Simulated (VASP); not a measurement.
# Ta (Im-3m) in VASP: notebook, part 2 of 2

VASP 6.6.1. The steps go on from the part before.

### 4 Single point, BLYP

File INCAR:

```
PREC = Accurate
ENCUT = 500
EDIFF = 1E-6
ISMEAR = -1
SIGMA = 0.1
LREAL = False
LASPH = True
NELM = 120
ALGO = Normal
ISIF = 2
LWAVE = False
LCHARG = False
GGA = B5
ALDAX = 1.0
AGGAX = 1.0
AGGAC = 1.0
ALDAC = 0.0
NBANDS = 12
GGA_COMPAT = False
```

File KPOINTS:

```
Automatic mesh
0
Gamma
  10 10 10
```

File POSCAR:

```
Ta
1.0
   -1.6512800000      1.6512800000      1.6512800000
    1.6512800000     -1.6512800000      1.6512800000
    1.6512800000      1.6512800000     -1.6512800000
Ta
1
Direct
    0.0000000000      0.0000000000      0.0000000000
```

Potentials or basis: VASP PAW PBE potentials, release 64 (Ta_pv).

Started as:

```bash
$ cat potpaw_PBE.64/Ta_pv/POTCAR > POTCAR
$ mpirun -np 1 vasp_std > vasp.out
```

OUTCAR:

```text
PREC = Accurate
   ENCUT = 500
   EDIFF = 1E-6
   ISMEAR = -1
   LREAL = False
   LASPH = True
   NELM = 120
   ISIF = 2
   GGA = B5

 ion  position               nearest neighbor table
   1  0.000  0.000  0.000-

  LATTYP: Found a body centered cubic cell.
 ALAT       =     3.3025600000

  Lattice vectors:

 A1 = (  -1.6512800000,   1.6512800000,   1.6512800000)
 A2 = (   1.6512800000,  -1.6512800000,   1.6512800000)
 A3 = (   1.6512800000,   1.6512800000,  -1.6512800000)

Analysis of symmetry for initial positions (statically):
=====================================================================
 Subroutine PRICEL returns:
 Original cell was already a primitive cell.

 Routine SETGRP: Setting up the symmetry group for a
 body centered cubic supercell.

 Subroutine GETGRP returns: Found 48 space group operations
 (whereof 48 operations were pure point group operations)
 out of a pool of 48 trial point group operations.

The static configuration has the point symmetry O_h .

Analysis of symmetry for dynamics (positions and initial velocities):
=====================================================================
 Subroutine PRICEL returns:
 Original cell was already a primitive cell.

 Routine SETGRP: Setting up the symmetry group for a
 body centered cubic supercell.

 Subroutine GETGRP returns: Found 48 space group operations
 (whereof 48 operations were pure point group operations)
 out of a pool of 48 trial point group operations.

The dynamic configuration has the point symmetry O_h .

 Subroutine INISYM returns: Found 48 space group operations
 (whereof 48 operations are pure point group operations),
 and found     1 'primitive' translations

----------------------------------------------------------------------------------------
[... 108 lines left out ...]
   IALGO  =     38    algorithm
   IMIX   =      4    mixing-type and parameters
     AMIX     =   0.40;   BMIX     =  1.00
     AMIX_MAG =   1.60;   BMIX_MAG =  1.00
  volume/ion in A,a.u.               =      18.01       121.54
  Fermi-wavevector in a.u.,A,eV,Ry     =   1.388988  2.624806 26.249534  1.929286
  Thomas-Fermi vector in A             =   2.513061
   LORBIT       =      0    0 simple, 1 ext, 2 COOP (PROOUT), +10 PAW based schemes
   GGA     = B5    functional components
   LHFCALC =     F    Hartree Fock is set to
   AEXX    =    0.0000 exact exchange contribution
   IVDW    =     0    specifies the selected vdW correction
   LEPSILON=     F    determine dielectric tensor
   LRPA    =     F    only Hartree local field effects (RPA)
 non-spin polarized calculation
  energy-cutoff  :      500.00
  volume of cell :       18.01
 maximum number of plane-waves:       470
 NGX is ok and might be reduce to    24
   NGX = 11   NGY = 11   NGZ = 11

 number of electron      11.0000002 magnetization

 Free energy of the ion-electron system (eV)
  ---------------------------------------------------
  ext. energy  EPLUGINS =         0.00000000
  ---------------------------------------------------
  free energy    TOTEN  =       -10.27781159 eV

  energy without entropy =      -10.22724631  energy(sigma->0) =      -10.25252895

 E-fermi :   6.0686     XC(G=0): -12.0000

 val. band max:        6.0536577848   @ k =   0.1000   0.1000   0.0000
 cond. band min:       6.1100653116   @ k =  -0.2000   0.3000   0.1000
 fundamental gap:      0.0564075269
 Fermi energy:         6.0686208229

 k-point     1 :       0.0000    0.0000    0.0000
  band No.  band energies     occupation
      1     -26.9092      2.00000
      2     -26.9092      2.00000
      3     -26.9092      2.00000
      4      -1.6978      2.00000
      5       6.6722      0.00477
      6       6.6722      0.00477
      7       6.6722      0.00477
      8       9.9578      0.00000
      9       9.9578      0.00000
     10      20.1213      0.00000
     11      21.2398      0.00000
     12      21.2398      0.00000
[... 331 lines left out ...]
 k-point    24 :      -0.3000    0.3000    0.1000
  band No.  band energies     occupation
      1     -27.6985      2.00000
      2     -27.2087      2.00000
      3     -27.0046      2.00000
      4       1.5711      2.00000
      5       5.5054      1.99286
      6       5.7015      1.95039
      7       8.5476      0.00000
      8      10.1555      0.00000
      9      10.8942      0.00000
     10      20.0349      0.00000
     11      20.3128      0.00000
     12      22.8373      0.00000

 [... further k-points ...]
[... 5 lines left out ...]
  --------------------------------------------------------------------------------------
  -------------------------------------------------------------------------------------
  Total        1.2879796      1.2879796      1.2879796     -0.0000000      0.0000000     -0.0000000
  in kB      114.5769898    114.5769898    114.5769898     -0.0000000      0.0000000     -0.0000000
  external PRESSURE =     114.5769898 kB  Pullay stress =       0.0000000 kB

 VOLUME and BASIS-vectors are now :
 -----------------------------------------------------------------------------
  energy-cutoff  :      500.00
  volume of cell :       18.01
      direct lattice vectors                 reciprocal lattice vectors
    -1.651280000  1.651280000  1.651280000     0.000000000  0.302795407  0.302795407
     1.651280000 -1.651280000  1.651280000     0.302795407  0.000000000  0.302795407
     1.651280000  1.651280000 -1.651280000     0.302795407  0.302795407  0.000000000

 POSITION                                       TOTAL-FORCE (eV/Angst)
 -----------------------------------------------------------------------------------
      0.00000      0.00000      0.00000        -0.000000      0.000000      0.000000
 -----------------------------------------------------------------------------------
    total drift:                                0.000000      0.000000     -0.000000

  FREE ENERGIE OF THE ION-ELECTRON SYSTEM (eV)
  ---------------------------------------------------
  free  energy   TOTEN  =       -10.2778115892 eV

  energy  without entropy=      -10.2272463141  energy(sigma->0) =      -10.25252895
```

OSZICAR:

```text
N       E                     dE             d eps       ncg     rms          rms(c)
DAV:   1     0.612547453721E+02    0.61255E+02   -0.59277E+03  1136   0.851E+02
DAV:   2    -0.963619522372E+01   -0.70891E+02   -0.69088E+02  1228   0.241E+02
DAV:   3    -0.106913801002E+02   -0.10552E+01   -0.10370E+01  1328   0.279E+01
DAV:   4    -0.106942101050E+02   -0.28300E-02   -0.28298E-02  1256   0.159E+00
DAV:   5    -0.106942196293E+02   -0.95243E-05   -0.95243E-05  1320   0.865E-02    0.132E+01
DAV:   6    -0.103705602245E+02    0.32366E+00   -0.27209E-01  1320   0.560E+00    0.638E+00
DAV:   7    -0.102779986257E+02    0.92562E-01   -0.22004E-01  1292   0.481E+00    0.365E-01
DAV:   8    -0.102777903443E+02    0.20828E-03   -0.62317E-03  1184   0.677E-01    0.756E-02
DAV:   9    -0.102778161398E+02   -0.25796E-04   -0.51672E-05  1312   0.782E-02    0.291E-02
DAV:  10    -0.102778115275E+02    0.46123E-05   -0.94910E-06  1216   0.331E-02    0.282E-03
DAV:  11    -0.102778115892E+02   -0.61627E-07   -0.15352E-07   684   0.477E-03
   1 F= -.10277812E+02 E0= -.10252529E+02  d E =-.505653E-01
```

It took 19 s on 1 thread of Intel Xeon 8259CL, shared host; peak memory 0.14 GiB.

Results:

```
Free energy : -10.2778 eV
Pressure    : 11.5 GPa
```

Caveat: the PAW data sets were made with another functional, which shifts forces and pressure a little; spin-orbit coupling is left out, which moves the levels of the heavy elements.

### 5 Single point, RPBE

File INCAR:

```
SYSTEM = Ta
ALGO     = Normal         ! electronic algorithm
EDIFF    = 1E-6           ! SCF threshold, eV
ENCUT    = 500            ! plane-wave cutoff, eV
GGA      = RP             ! functional
GGA_COMPAT= .FALSE.      
ISIF     = 2              ! what is computed and relaxed
ISMEAR   = -1             ! smearing method
LASPH    = .TRUE.         ! aspherical terms in the spheres
LCHARG   = .FALSE.        ! write CHGCAR
LREAL    = .FALSE.        ! projectors in reciprocal space
LWAVE    = .FALSE.        ! write WAVECAR
NBANDS   = 12             ! bands
NELM     = 120            ! most SCF steps
PREC     = Accurate       ! precision mode
SIGMA    = 0.1            ! smearing width, eV
```

File KPOINTS:

```
k-points
0
G
  10 10 10
  0 0 0
```

POSCAR is that of step 4.

Started as:

```bash
$ cat potpaw_PBE.64/Ta_pv/POTCAR > POTCAR
$ mpirun -np 1 vasp_std > vasp.out
```

It took 13 s on 1 thread of Intel Xeon 8259CL, shared host; peak memory 0.14 GiB.

It converged, with:

| Quantity | Value |
| --- | --- |
| Free energy | -11.3199 eV |
| Pressure | 7.8 GPa |

Levels at points of the mesh, in eV from the Fermi level:
```csv
k point,band 1,band 2,band 3,band 4,band 5,band 6,band 7,band 8,band 9,band 10
"(0.00, 0.00, 0.00)",-33.13,-33.13,-33.13,-7.93,0.73,0.73,0.73,4.01,4.01,14.72
"(0.50, 0.00, 0.00)",-34.30,-33.51,-33.14,-4.38,-1.55,1.54,3.89,4.92,7.78,11.74
"(0.50, 0.50, 0.50)",-33.95,-33.95,-33.95,-3.81,-3.81,6.82,6.82,6.82,8.62,8.62
```

Caveat: the PAW data sets were made with another functional, which shifts forces and pressure a little; spin-orbit coupling is left out, which moves the levels of the heavy elements.

### 6 Overview

| level | potentials or basis | gap on the mesh (eV) | pressure (GPa) |
| --- | --- | --- | --- |
| PBE | VASP PAW PBE potentials, release 64 (Ta_pv) | none | 4.4 |
| LDA | VASP PAW LDA potentials, release 64 (Ta_pv) | none | -7.0 |
| BLYP | VASP PAW PBE potentials, release 64 (Ta_pv) | none | 11.5 |
| RPBE | VASP PAW PBE potentials, release 64 (Ta_pv) | none | 7.8 |

Alike in all rows: task single point; no spin polarisation; cell as given; k mesh 10 × 10 × 10; cutoff (eV) 500; smearing fermi-dirac 0.1 eV.

Caveats: spin-orbit coupling is left out, which moves the levels of the heavy elements; the PAW data sets were made with another functional, which shifts forces and pressure a little (some runs).

Absolute energies hang on the potentials; compare differences alone.
